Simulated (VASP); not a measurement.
Write the native input for VASP 6.6.1 that does the following.

| Quantity | Value |
| --- | --- |
| Task | relaxation of cell and atoms |
| Functional | PBE |
| Potentials or basis | VASP PAW PBE potentials, release 64 (Bi_d, Te) |
| Cutoff | 600 eV |
| k mesh | 7 × 7 × 7 |
| Occupations | fermi-dirac, width 0.05 eV |
| Spin | no spin polarisation |
| Dipole correction | no |
| Further INCAR settings | ALGO = Normal; EDIFF = 1e-06; IBRION = 2; EDIFFG = -0.01; NSW = 60; ISIF = 3 |

The structure of BiTe lies in POSCAR:

```
BiTe
1.0
    0.0000000000      3.2350000000      3.2350000000
    3.2350000000      0.0000000000      3.2350000000
    3.2350000000      3.2350000000      0.0000000000
Bi Te
1 1
Direct
    0.0000000000      0.0000000000      0.0000000000
    0.5000000000      0.5000000000      0.5000000000
```

These files were run (other wordings do the same):

INCAR

```
SYSTEM = BiTe
PREC     = Accurate       ! precision mode
ENCUT    = 600            ! plane-wave cutoff, eV
EDIFF    = 1E-6           ! SCF threshold, eV
ISMEAR   = -1             ! smearing method
SIGMA    = 0.05           ! smearing width, eV
LREAL    = .FALSE.        ! projectors in reciprocal space
LASPH    = .TRUE.         ! aspherical terms in the spheres
NELM     = 60             ! most SCF steps
ALGO     = Normal         ! electronic algorithm
ISIF     = 3              ! what is computed and relaxed
LWAVE    = .FALSE.        ! write WAVECAR
LCHARG   = .FALSE.        ! write CHGCAR
GGA      = PE             ! functional
IBRION   = 2              ! ionic algorithm
NSW      = 60             ! ionic steps
EDIFFG   = -0.01          ! ionic threshold
```

KPOINTS

```
Automatic mesh
0
G
  7 7 7
  0 0 0
```

Potentials or basis: VASP PAW PBE potentials, release 64 (Bi_d, Te).

Launch:

```sh
$ cat potpaw_PBE.64/Bi_d/POTCAR potpaw_PBE.64/Te/POTCAR > POTCAR
$ mpirun -np 1 vasp_std > vasp.out
```

It gave:

```yaml
Relaxed_volume: 34.48 Å³/atom
Relaxed_cell: a = 4.603 Å, b = 4.603 Å, c = 4.603 Å, α = 60.00°, β = 60.00°, γ = 60.00°
Space_group_after_relaxing_to_0.1_Å: Fm-3m (No. 225)
Energy_gained_by_relaxing: 1.7 meV/atom
Ionic_steps: 3
Pressure_after_relaxing: 0.0 GPa
Band_gap_on_the_k_mesh: zero (an odd number of electrons rules out a gap without spin polarisation)
```

Caveat: spin-orbit coupling is left out, which moves the levels of the heavy elements.

Run time: 110 s on 1 thread of Intel Xeon 8259CL, on a shared host, peak memory 0.25 GiB.
